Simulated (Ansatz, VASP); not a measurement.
**One calculation of Ni, two programs**

File INCAR:

```
  PREC = Accurate
  ENCUT = 600
  EDIFF = 1E-6
  ISMEAR = -1
  SIGMA = 0.05
  LREAL = False
  LASPH = True
  NELM = 200
  ALGO = Normal
  ISIF = 2
  LWAVE = False
  LCHARG = True
  ISPIN = 2
  MAGMOM = 0.592
  LORBIT = 11
  LMAXMIX = 4
  GGA = PE
  LELF = True
  LVHAR = True
  NBANDS = 15
  GGA_COMPAT = False
```

Contents of KPOINTS:

```
regular mesh
0
Gamma
  18 18 18
```

Contents of POSCAR:

```
Ni
1.0
   -1.3814049272      1.3814049272      1.3814049272
    1.3814049272     -1.3814049272      1.3814049272
    1.3814049272      1.3814049272     -1.3814049272
Ni
1
Direct
    0.0000000000      0.0000000000      0.0000000000
```

Input for Ansatz:

```yaml
crystal:
  lattice:
    - [-1.3814049272, 1.3814049272, 1.3814049272]
    - [1.3814049272, -1.3814049272, 1.3814049272]
    - [1.3814049272, 1.3814049272, -1.3814049272]
  atoms:
    - { symbol: Ni, position: [0.0, 0.0, 0.0], spin: 0.592 }
hamiltonian:
  xc: pbe
  pseudopotentials:
    kind: paw
    azcp:
      Ni: "pseudopotentials/Ni.paw.azcp"
basis:
  ecutwfc: 420
  fft_grid_basis: typed
kpoints:
  mp_grid: { grid: [18, 18, 18], shift: [0, 0, 0] }
magnetization:
  spin_polarized: true
scf:
  occupations: { method: fermi_dirac, width: 0.05 }
  lower_state_search: "off"
output:
  stress: true
```

Alike in both runs: task single point; functional PBE; k mesh 18 × 18 × 18; occupations fermi-dirac, width 0.05 eV; collinear spin.

```csv
,VASP,Ansatz
version,VASP 6.6.1,Ansatz 0.2.0
potentials or method,"VASP PAW PBE potentials, release 64 (Ni), cutoff 600 eV","plane waves (420 eV) with PAW, scalar-relativistic"
valence electrons in the cell,10,18
```

|  | VASP | Ansatz | Ansatz less VASP |
| --- | --- | --- | --- |
| pressure (GPa) | 8.5 | 8.9 | +0.33 |
| net moment per atom (μB) | 0.55 | 0.55 | +0.005 |
| size of the moment on the site where the two differ most (μB) | 0.55 | 0.58 | +0.028 |

Site moments also hang on the region over which each program counts them. VASP's potentials hold 10 valence electrons a cell and Ansatz's 18, so a difference there can come from the potentials and not from the codes.
